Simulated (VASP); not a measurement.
**Mn: single point with PBE**

The system is Mn.

```
Mn
1.0
     0.00000    2.19859    2.19859
     2.19859    0.00000    2.19859
     2.19859    2.19859    0.00000
Mn
2
Direct
  0.87500 0.87500 0.87500
  0.12500 0.12500 0.12500
```

This isn't the form of Mn at room conditions, which is a 58-atom cubic cell.

| Property | Result |
| --- | --- |
| Program | VASP 6.6.1 |
| Task | single point |
| Functional | PBE |
| Potentials or basis | VASP PAW PBE potentials, release 64 (Mn_pv) |
| Cutoff | 520 eV |
| k mesh | 14 × 14 × 14 |
| Occupations | fermi-dirac, width 0.1 eV |
| Spin | collinear spin, ferromagnetic start |
| Starting moments | [3.0, 3.0] μB |
| Dipole correction | no |
| k mesh for the DOS | 21 × 21 × 21 |
| Occupations for the DOS | tetrahedron |
| Further INCAR settings | ALGO = Normal; EDIFF = 1e-06 |

The net moment is 0.00 μB per cell. The valence electrons inside the program's atomic spheres are Mn 12.81.

Levels at points of the mesh, in eV from the Fermi level:
Spin up:
```tsv
k point	band 11	band 12	band 13	band 14	band 15	band 16
(0.00, 0.00, 0.00)	-2.53	-2.53	0.55	0.55	0.55	3.47
```
Spin down:
```csv
k point,band 9,band 10,band 11,band 12,band 13,band 14,band 15,band 16,band 17,band 18
"(0.00, 0.00, 0.00)",-3.67,-2.53,-2.53,-2.53,0.55,0.55,0.55,3.47,3.47,17.37
```

Wall time 3.8 min on 1 thread of Intel Xeon 8259CL, with other jobs on the host, peak memory 0.28 GiB.

Caveat: atoms lie so close that the PAW spheres overlap strongly, which falsifies energies and pressures.
